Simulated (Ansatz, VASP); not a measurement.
## Ti in VASP and in Ansatz

```
CELL_PARAMETERS angstrom
0.00000 2.30643 1.82946
2.30643 0.00000 1.82946
2.30643 2.30643 0.00000
ATOMIC_POSITIONS crystal
Ti 0.00000 0.00000 0.00000
```

Alike in both runs: task single point; functional PBE; k mesh 20 × 20 × 20; occupations gaussian, width 0.15 eV; no spin polarisation.

|  | VASP | Ansatz |
| --- | --- | --- |
| version | VASP 6.6.1 | Ansatz 0.2.0 |
| potentials or method | VASP PAW PBE potentials, release 64 (Ti_sv), cutoff 520 eV | scalar-relativistic, plane waves, PAW |
| valence electrons in the cell | 12 | 12 |

|  | VASP | Ansatz | Ansatz less VASP |
| --- | --- | --- | --- |
| gap on the k mesh at the Fermi level (eV) | none | none | - |
| pressure (GPa) | -10.2 | -10.1 | +0.10 |
| traceless stress, the component that is largest in VASP (GPa) | 1.77 | 1.77 | 0.000 |

A gap of «none» marks a metal or a gap that the smearing closes.
